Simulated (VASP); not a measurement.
Wanted: the native input for a VASP 6.6.1 run.

```
Task                   : single point
Functional             : PBE
Potentials or basis    : VASP PAW PBE potentials, release 64 (In_d, P)
Cutoff                 : 520 eV
k mesh                 : 13 × 13 × 13
Occupations            : fermi-dirac, width 0.1 eV
Spin                   : no spin polarisation
Dipole correction      : no
Further INCAR settings : ALGO = Normal; EDIFF = 1e-07; NBANDS = 16
```

The structure of InP (rocksalt type) lies in POSCAR:

```
InP
1.0
    0.0000000000      2.7705241214      2.7705241214
    2.7705241214      0.0000000000      2.7705241214
    2.7705241214      2.7705241214      0.0000000000
In P
1 1
Direct
    0.0000000000      0.0000000000      0.0000000000
    0.5000000000      0.5000000000      0.5000000000
```

These files were run (other wordings do the same):

INCAR

```
PREC = Accurate
ENCUT = 520
EDIFF = 1E-7
ISMEAR = -1
SIGMA = 0.1
LREAL = F
LASPH = T
NELM = 100
ALGO = Normal
ISIF = 2
LWAVE = F
LCHARG = T
GGA = PE
LELF = T
LVHAR = T
NBANDS = 16
```

KPOINTS

```
Automatic mesh
0
Gamma
  13 13 13
```

Potentials or basis: VASP PAW PBE potentials, release 64 (In_d, P).

Run with:

```sh
$ cat potpaw_PBE.64/In_d/POTCAR potpaw_PBE.64/P/POTCAR > POTCAR
$ mpirun -np 1 vasp_std > vasp.out
```

Results of the run:

The pressure is 0.0 GPa and the band gap on the k mesh is zero (band 9 reaches 7.31 eV, above the bottom of band 10 at 4.72 eV).

Caveat: spin-orbit coupling is left out, which moves the levels of the heavy elements.

It took 31 s on 1 thread of Intel(R) Xeon(R) 6975P-C (Granite Rapids) (shared host), peak memory 0.2 GiB.
